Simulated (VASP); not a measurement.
# Zr2SbN (P4/mmm) in VASP: further runs

Zr2SbN is run at these levels: LDA; tasks: relaxation of cell and atoms, single point.

All numbers are computed with VASP 6.6.1; they aren't measurements. Logs are shortened: lines on timing, memory, paths and dates and some standing lists are left out, and cuts for length are marked.

## (1) The cell of the first run

It takes space group P4/mmm (No. 123, tetragonal). The conventional cell has a = 3.716 Å, b = 3.716 Å, c = 5.291 Å, α = 90.00°, β = 90.00°, γ = 90.00°. Within 3.5 Å of Zr (site symmetry 4/mmm) lie 4 N at 2.63 Å and 2 Sb at 2.65 Å. Within 3.5 Å of Zr (site symmetry 4/mmm) lie 4 Sb at 2.63 Å and 2 N at 2.65 Å. Sb (site symmetry 4/mmm) has 6 Zr at 2.63 to 2.65 Å within 3.5 Å. Within 3.5 Å of N (site symmetry 4/mmm) lie 6 Zr at 2.63 to 2.65 Å.

## (2) Relaxation of cell and atoms, LDA

INCAR

```
PREC = Accurate
ENCUT = 600
EDIFF = 1E-6
ISMEAR = 0
SIGMA = 0.1
LREAL = F
LASPH = T
NELM = 100
ALGO = Normal
ISIF = 3
LWAVE = F
LCHARG = F
IBRION = 2
NSW = 100
EDIFFG = -0.005
```

KPOINTS

```
regular mesh
0
Gamma
  12 12 8
```

POSCAR

```
Zr2SbN
1.0
    3.7159364240      0.0000000000      0.0000000000
    0.0000000000      3.7159364240      0.0000000000
    0.0000000000      0.0000000000      5.2909054440
Zr Sb N
2 1 1
Direct
    0.0000000000      0.0000000000      0.0000000000
    0.5000000000      0.5000000000      0.5000000000
    0.0000000000      0.0000000000      0.5000000000
    0.5000000000      0.5000000000      0.0000000000
```

Potentials or basis: VASP PAW LDA potentials, release 64 (Zr_sv, Sb, N).

The run is started by

```
cat potpaw_LDA.64/Zr_sv/POTCAR potpaw_LDA.64/Sb/POTCAR potpaw_LDA.64/N/POTCAR > POTCAR
mpirun -np 1 vasp_std > vasp.out
```

OUTCAR:

```text
PREC = Accurate
   ENCUT = 600
   EDIFF = 1E-6
   ISMEAR = 0
   LREAL = F
   LASPH = T
   NELM = 100
   ISIF = 3
   IBRION = 2
   NSW = 100
   EDIFFG = -0.005

 ion  position               nearest neighbor table
   1  0.000  0.000  0.000-   4 2.63   4 2.63   4 2.63   4 2.63   3 2.65   3 2.65   2 3.73   2 3.73
                             2 3.73   2 3.73   2 3.73   2 3.73   2 3.73   2 3.73
   2  0.500  0.500  0.500-   3 2.63   3 2.63   3 2.63   3 2.63   4 2.65   4 2.65   1 3.73   1 3.73
                             1 3.73   1 3.73   1 3.73   1 3.73   1 3.73   1 3.73
   3  0.000  0.000  0.500-   2 2.63   2 2.63   2 2.63   2 2.63   1 2.65   1 2.65
   4  0.500  0.500  0.000-   1 2.63   1 2.63   1 2.63   1 2.63   2 2.65   2 2.65

  LATTYP: Found a simple tetragonal cell.
 ALAT       =     3.7159364240
 C/A-ratio  =     1.4238417562

  Lattice vectors:

 A1 = (   3.7159364240,   0.0000000000,   0.0000000000)
 A2 = (   0.0000000000,   3.7159364240,   0.0000000000)
 A3 = (   0.0000000000,   0.0000000000,   5.2909054440)

Analysis of symmetry for initial positions (statically):
=====================================================================
 Subroutine PRICEL returns:
 Original cell was already a primitive cell.

 Routine SETGRP: Setting up the symmetry group for a
 simple tetragonal supercell.

 Subroutine GETGRP returns: Found 16 space group operations
 (whereof 16 operations were pure point group operations)
 out of a pool of 16 trial point group operations.

The static configuration has the point symmetry D_4h.

Analysis of symmetry for dynamics (positions and initial velocities):
=====================================================================
 Subroutine PRICEL returns:
 Original cell was already a primitive cell.

 Routine SETGRP: Setting up the symmetry group for a
 simple tetragonal supercell.

 Subroutine GETGRP returns: Found 16 space group operations
 (whereof 16 operations were pure point group operations)
 out of a pool of 16 trial point group operations.

The dynamic configuration has the point symmetry D_4h.

 Subroutine INISYM returns: Found 16 space group operations
 (whereof 16 operations are pure point group operations),
 and found     1 'primitive' translations

----------------------------------------------------------------------------------------

                                     Primitive cell

  volume of cell :      73.0578

  direct lattice vectors                    reciprocal lattice vectors
     3.715936424  0.000000000  0.000000000     0.269111170  0.000000000  0.000000000
     0.000000000  3.715936424  0.000000000     0.000000000  0.269111170  0.000000000
     0.000000000  0.000000000  5.290905444     0.000000000  0.000000000  0.189003567

  length of vectors
     3.715936424  3.715936424  5.290905444     0.269111170  0.269111170  0.189003567

  position of ions in fractional coordinates (direct lattice)
     0.000000000  0.000000000  0.000000000
     0.500000000  0.500000000  0.500000000
     0.000000000  0.000000000  0.500000000
     0.500000000  0.500000000  0.000000000

  ion indices of the primitive-cell ions
   primitive index   ion index
                 1           1
                 2           2
                 3           3
                 4           4

----------------------------------------------------------------------------------------

 KPOINTS: regular mesh

Automatic generation of k-mesh.
 Grid dimensions read from file:
 generate k-points for:   12   12    8

 Generating k-lattice:

  Cartesian coordinates                     Fractional coordinates (reciprocal lattice)
     0.022425931  0.000000000  0.000000000     0.083333333  0.000000000  0.000000000
     0.000000000  0.022425931  0.000000000     0.000000000  0.083333333  0.000000000
     0.000000000  0.000000000  0.023625446     0.000000000  0.000000000  0.125000000

  Length of vectors
     0.022425931  0.022425931  0.023625446

  Shift w.r.t. Gamma in fractional coordinates (k-lattice)
     0.000000000  0.000000000  0.000000000

 Subroutine IBZKPT returns following result:
 ===========================================

 Found    140 irreducible k-points:

 Following reciprocal coordinates:
            Coordinates               Weight
  0.000000  0.000000  0.000000      1.000000
  0.083333  0.000000  0.000000      4.000000
  0.166667  0.000000  0.000000      4.000000
  0.250000  0.000000  0.000000      4.000000
  0.333333  0.000000  0.000000      4.000000
  0.416667  0.000000  0.000000      4.000000
[... 16 lines left out ...]
  0.333333  0.333333  0.000000      4.000000
  0.416667  0.333333  0.000000      8.000000
 [... further k-points ...]
   k-points           NKPTS =    140   k-points in BZ     NKDIM =    140   number of bands    NBANDS=     21
   number of dos      NEDOS =    301   number of ions     NIONS =      4
   total plane-waves  NPLWV =  37800
   dimension x,y,z NGX =    30 NGY =   30 NGZ =   42
   dimension x,y,z NGXF=    60 NGYF=   60 NGZF=   84
   ions per type =               2   1   1
   NGX,Y,Z   is equivalent  to a cutoff of  13.42, 13.42, 13.20 a.u.
   NGXF,Y,Z  is equivalent  to a cutoff of  26.84, 26.84, 26.39 a.u.
 SYSTEM =  unknown system
   PREC   = accura    normal or accurate (medium, high low for compatibility)
   ISTART =      0    job   : 0-new  1-cont  2-samecut
   ICHARG =      2    charge: 1-file 2-atom 10-const
   ISPIN  =      1    spin polarized calculation?
   LNONCOLLINEAR =      F non collinear calculations
   LSORBIT =      F    spin-orbit coupling
   LASPH  =      T    aspherical Exc in radial PAW
   ENCUT  =  600.0 eV  44.10 Ry    6.64 a.u.   7.42  7.42 10.57*2*pi/ulx,y,z
   NELM   =    100;   NELMIN=  2; NELMDL= -5     # of ELM steps
   EDIFF  = 0.1E-05   stopping-criterion for ELM
   LREAL  =      F    real-space projection
   EDIFFG = -.5E-02   stopping-criterion for IOM
   NSW    =    100    number of steps for IOM
   IBRION =      2    ionic relax: 0-MD 1-quasi-New 2-CG
   NFREE  =      1    steps in history (QN), initial steepest desc. (CG)
   ISIF   =      3    stress and relaxation
   ISYM   =      2    0-nonsym 1-usesym 2-fastsym
   POTIM  = 0.5000    time-step for ionic-motion
   TEBEG  =    0.0;   TEEND  =   0.0 temperature during run
   PSTRESS=    0.0 pullay stress
   NELECT =      34.0000    total number of electrons
   NUPDOWN=      -1.0000    fix difference up-down
   EMIN   =  10.00;   EMAX   =-10.00  energy-range for DOS
   EFERMI =   0.00;   METHOD = LEGACY
   ISMEAR =     0;   SIGMA  =   0.10  broadening in eV -4-tet -1-fermi 0-gaus
   EFERMI_NEDOS =   21; number of points for ismear=-14 and -15
   IALGO  =     38    algorithm
   IMIX   =      4    mixing-type and parameters
     AMIX     =   0.40;   BMIX     =  1.00
     AMIX_MAG =   1.60;   BMIX_MAG =  1.00
  volume/ion in A,a.u.               =      18.26       123.25
  Fermi-wavevector in a.u.,A,eV,Ry     =   1.268661  2.397422 21.898590  1.609501
  Thomas-Fermi vector in A             =   2.401744
   LORBIT       =      0    0 simple, 1 ext, 2 COOP (PROOUT), +10 PAW based schemes
   GGA     = CA    functional components
   LHFCALC =     F    Hartree Fock is set to
   AEXX    =    0.0000 exact exchange contribution
   IVDW    =     0    specifies the selected vdW correction
   LEPSILON=     F    determine dielectric tensor
   LRPA    =     F    only Hartree local field effects (RPA)
 conjugate gradient relaxation of ions
 non-spin polarized calculation
 Gauss-broadening in eV      SIGMA  =   0.10
  energy-cutoff  :      600.00
  volume of cell :       73.06
 maximum number of plane-waves:      2477
 NGX is ok and might be reduce to    30
   NGX = 15   NGY = 15   NGZ = 21

--------------------------------------- Ionic step        1  -------------------------------------------

 number of electron      34.0000003 magnetization

 Free energy of the ion-electron system (eV)
  ---------------------------------------------------
  ext. energy  EPLUGINS =         0.00000000
  ---------------------------------------------------
  free energy    TOTEN  =       -33.45064425 eV

  energy without entropy =      -33.43733008  energy(sigma->0) =      -33.44398717

 E-fermi :  10.0020     XC(G=0): -11.4909

 val. band max:        9.9999775761   @ k =   0.0833   0.0833   0.1250
 cond. band min:      10.0074646261   @ k =   0.5000   0.2500   0.3750
 fundamental gap:      0.0074870500
 Fermi energy:        10.0020203024

 k-point     1 :       0.0000    0.0000    0.0000
  band No.  band energies     occupation
      1     -39.7112      2.00000
      2     -39.2955      2.00000
      3     -18.0984      2.00000
      4     -17.7663      2.00000
      5     -17.7663      2.00000
      6     -17.6173      2.00000
[... 13 lines left out ...]
     20      10.0214      0.78371
     21      10.3167      0.00001
[... 650 lines left out ...]
 POSITION                                       TOTAL-FORCE (eV/Angst)
 -----------------------------------------------------------------------------------
      0.00000      0.00000      0.00000         0.000000      0.000000      0.000000
      1.86176      1.86176      2.65027         0.000000     -0.000000      0.000000
      0.00000     -0.00000      2.65027         0.000000      0.000000      0.000000
      1.86176      1.86176      0.00000         0.000000     -0.000000      0.000000
 -----------------------------------------------------------------------------------
    total drift:                                0.000000      0.000000      0.000000

  FREE ENERGIE OF THE ION-ELECTRON SYSTEM (eV)
  ---------------------------------------------------
  free  energy   TOTEN  =       -33.4517446053 eV

  energy  without entropy=      -33.4383778699  energy(sigma->0) =      -33.44506124

--------------------------------------- Ionic step        4  -------------------------------------------

 number of electron      34.0000002 magnetization

 Free energy of the ion-electron system (eV)
  ---------------------------------------------------
  ext. energy  EPLUGINS =         0.00000000
  ---------------------------------------------------
  free energy    TOTEN  =       -33.45174414 eV

  energy without entropy =      -33.43837784  energy(sigma->0) =      -33.44506099

 E-fermi :   9.9292     XC(G=0): -11.4636

 val. band max:        9.9255030967   @ k =   0.0833   0.0833   0.1250
 cond. band min:       9.9331860829   @ k =   0.0000   0.0000   0.0000
 fundamental gap:      0.0076829862
 Fermi energy:         9.9291537441

 k-point     1 :       0.0000    0.0000    0.0000
  band No.  band energies     occupation
      1     -39.7982      2.00000
      2     -39.3826      2.00000
      3     -18.1771      2.00000
      4     -17.8524      2.00000
      5     -17.8524      2.00000
      6     -17.7006      2.00000
[... 13 lines left out ...]
     20       9.9332      0.95452
     21      10.2359      0.00001
[... 574 lines left out ...]
 POSITION                                       TOTAL-FORCE (eV/Angst)
 -----------------------------------------------------------------------------------
      0.00000      0.00000      0.00000         0.000000      0.000000      0.000000
      1.86168      1.86168      2.65017         0.000000     -0.000000      0.000000
      0.00000     -0.00000      2.65017         0.000000      0.000000      0.000000
      1.86168      1.86168      0.00000         0.000000     -0.000000      0.000000
 -----------------------------------------------------------------------------------
    total drift:                                0.000000      0.000000      0.000000

  FREE ENERGIE OF THE ION-ELECTRON SYSTEM (eV)
  ---------------------------------------------------
  free  energy   TOTEN  =       -33.4517441409 eV

  energy  without entropy=      -33.4383778381  energy(sigma->0) =      -33.44506099

 reached required accuracy - stopping structural energy minimisation
```

Run time: 6.1 min. Hardware: 1 thread of Intel Xeon Platinum 8488C (Sapphire Rapids), shared host; peak memory 0.39 GiB.

What came out:

```
Free energy                            : -33.4517 eV
Relaxed volume                         : 18.37 Å³/atom
Relaxed cell                           : a = 3.723 Å, b = 3.723 Å, c = 5.300 Å, α = 90.00°, β = 90.00°, γ = 90.00°
Space group after relaxing (to 0.05 Å) : P4/mmm (No. 123)
Energy gained by relaxing              : 0.3 meV/atom
Ionic steps                            : 4
Pressure after relaxing                : 0.0 GPa
Band gap on the k mesh                 : zero (band 17 reaches 11.17 eV, above the bottom of band 18 at 8.42 eV)
```

The path:
```csv
step,energy change (eV),largest force (eV/Å),pressure (GPa),volume (Å³)
1,0.0000,0.0000,0.82,73.06
2,0.0007,0.0000,-1.03,74.05
3,-0.0011,0.0000,-0.01,73.49
4,-0.0011,0.0000,0.00,73.48
```

Final structure:
```
Zr Sb N
1.0
     3.72337    0.00000    0.00000
     0.00000    3.72337    0.00000
     0.00000    0.00000    5.30035
Zr Sb N
2 1 1
Direct
  0.00000 0.00000 0.00000
  0.50000 0.50000 0.50000
  0.00000 0.00000 0.50000
  0.50000 0.50000 0.00000
```

Caveat: spin-orbit coupling is left out, which moves the levels of the heavy elements.

(Continued in part 2 of 2.)
